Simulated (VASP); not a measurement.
A run of VASP 6.6.1 is set up as follows.

INCAR

```
SYSTEM = SiC
  PREC = Accurate
  ENCUT = 520
  EDIFF = 1E-6
  ISMEAR = 0
  SIGMA = 0.05
  LREAL = .False.
  LASPH = .True.
  NELM = 100
  ALGO = Normal
  ISIF = 2
  LWAVE = .False.
  LCHARG = .True.
  GGA = PE
  LELF = .True.
  LVHAR = .True.
  NBANDS = 11
```

File KPOINTS:

```
Automatic mesh
0
Gamma
  10 10 10
  0 0 0
```

Contents of POSCAR:

```
SiC
1.0
    0.0000000000      2.2446106974      2.0803708902
    2.2446106974      0.0000000000      2.0803708902
    2.2446106974      2.2446106974      0.0000000000
Si C
1 1
Direct
    0.0000000000      0.0000000000      0.0000000000
    0.7500000000      0.7500000000      0.7500000000
```

Potentials or basis: VASP PAW PBE potentials, release 64 (Si, C).

The run is started by

```bash
$ cat potpaw_PBE.64/Si/POTCAR potpaw_PBE.64/C/POTCAR > POTCAR
$ mpirun -np 1 vasp_std > vasp.out
```

Task: Predict the pressure.

Result: -0.1 GPa.

Task: Predict the band gap on the k mesh.

Result: 0.64 eV, indirect (least direct gap 4.44 eV).

Stress tensor (GPa, compression positive):
```
-5.62  0.00  0.00
 0.00 -5.62  0.00
 0.00  0.00 11.00
```

Caveat: the cell differs from its parent crystal (strain +0.025 along x and y, -0.050 along z). A k mesh can miss the band edges.
